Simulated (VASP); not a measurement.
Crystal: GaP.

```xyz
2
Lattice="3.8541 0.0000 0.0000 1.9270 3.3377 0.0000 1.9270 1.1126 3.1468" Properties=species:S:1:pos:R:3 pbc="T T T"
Ga    0.0000    0.0000    0.0000
P     1.9270    1.1126    0.7867
```

Program: VASP 6.6.1. Alike in all runs: task single point; no spin polarisation; cell as given; k mesh 6 × 6 × 6; cutoff (eV) 520; smearing gaussian 0.01 eV.

Order these runs on this cell by their band gap on the k mesh, lowest first.
A. level LDA; potentials or basis VASP PAW LDA potentials, release 64 (Ga_d, P)
B. level r2SCAN; potentials or basis VASP PAW PBE potentials, release 64 (Ga_d, P)
C. level BLYP; potentials or basis VASP PAW PBE potentials, release 64 (Ga_d, P)

A (1.49 eV), C (1.68 eV), B (1.91 eV).

A k mesh can miss the band edges.
